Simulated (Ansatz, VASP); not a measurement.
One calculation of Ag, two programs

```
CELL_PARAMETERS angstrom
0.00000 2.03627 2.03627
2.03627 0.00000 2.03627
2.03627 2.03627 0.00000
ATOMIC_POSITIONS crystal
Ag 0.00000 0.00000 0.00000
```

Change from the starting cell: volume scaled by 0.99.

Alike in both runs: task single point; functional PBEsol; k mesh 15 × 15 × 15; occupations fermi-dirac, width 0.03 eV; no spin polarisation.

|  | VASP | Ansatz |
| --- | --- | --- |
| version | VASP 6.6.1 | Ansatz 0.2.0 |
| potentials or method | VASP PAW PBE potentials, release 64 (Ag), cutoff 520 eV | all-electron LAPW, scalar-relativistic |

Ansatz gave:

```
pressure (GPa) : -1.7
```

Question: Which values does VASP return?

Answer: Pressure (GPa): -1.9.

VASP's potentials were made for PBE, not for PBEsol. Ansatz ran all-electron here, and VASP with PAW potentials.
